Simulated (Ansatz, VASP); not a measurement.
# WS2 in VASP and in Ansatz

```
W S
1.0
     3.27193    0.00000    0.00000
    -1.63596    2.83357    0.00000
     0.00000    0.00000   12.50840
W S
2 4
Direct
  0.33333 0.66667 0.25000
  0.66667 0.33333 0.75000
  0.33333 0.66667 0.62817
  0.66667 0.33333 0.12817
  0.33333 0.66667 0.87183
  0.66667 0.33333 0.37183
```

Alike in both runs: task single point; functional PBEsol; k mesh 12 × 12 × 2; occupations gaussian, width 0.02 eV; no spin polarisation.

```csv
,VASP,Ansatz
version,VASP 6.6.1,Ansatz 0.2.0
potentials or method,"VASP PAW PBE potentials, release 64 (W_sv, S), cutoff 520 eV","scalar-relativistic, plane waves, PAW"
valence electrons in the cell,52,52
```

|  | VASP | Ansatz | Ansatz less VASP |
| --- | --- | --- | --- |
| gap on the k mesh at the Fermi level (eV) | 0.55 | 0.53 | -0.018 |
| least direct gap on the mesh (eV) | 1.39 | 1.38 | -0.003 |
| pressure (GPa) | -6.7 | -6.8 | -0.08 |
| traceless stress, the component that is largest in VASP (GPa) | 6.80 | 6.78 | -0.021 |
| rms of the force components (eV/Å) | 0.009 | 0.000 | -0.0088 |

VASP's potentials were made for PBE, not for PBEsol. Atom by atom the forces differ by 0.009 eV/Å (rms over components).

Spin-orbit coupling is off throughout.
